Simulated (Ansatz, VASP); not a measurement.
**LiRh2: VASP beside Ansatz**

```xyz
3
Lattice="2.8509 0.0000 0.0000 -1.4255 2.4690 0.0000 0.0000 0.0000 6.8987" Properties=species:S:1:pos:R:3 pbc="T T T"
Li    0.0000    0.0000    3.4493
Rh    0.0000    1.6460    5.7902
Rh    1.4255    0.8230    1.1085
```

Alike in both runs: task single point; functional PBE; k mesh 6 × 6 × 4; occupations gaussian, width 0.1 eV; no spin polarisation.

|  | VASP | Ansatz |
| --- | --- | --- |
| version | VASP 6.6.1 | Ansatz 0.2.0 |
| potentials or method | VASP PAW PBE potentials, release 64 (Li_sv, Rh_pv), cutoff 520 eV | scalar-relativistic, plane waves, PAW |
| valence electrons in the cell | 33 | 37 |

VASP gave:

```
gap on the k mesh at the Fermi level (eV) : none
rms of the force components (eV/Å)        : 0.311
```

Task: Estimate Ansatz's values.

Result: gap on the k mesh at the Fermi level (eV): none; rms of the force components (eV/Å): 0.309.

Atom by atom the forces differ by 0.002 eV/Å (rms over components). A gap of «none» marks a metal or a gap that the smearing closes. With one functional, cell and mesh, what is left measures potentials, basis and numerics. VASP's potentials hold 33 valence electrons a cell and Ansatz's 37, so a difference there can come from the potentials and not from the codes.

The k mesh is coarse, so the values compare programs but aren't converged. Noted on VASP's run: the cutoff is under 1.25 times that of the potentials, so the pressure is a little rough.
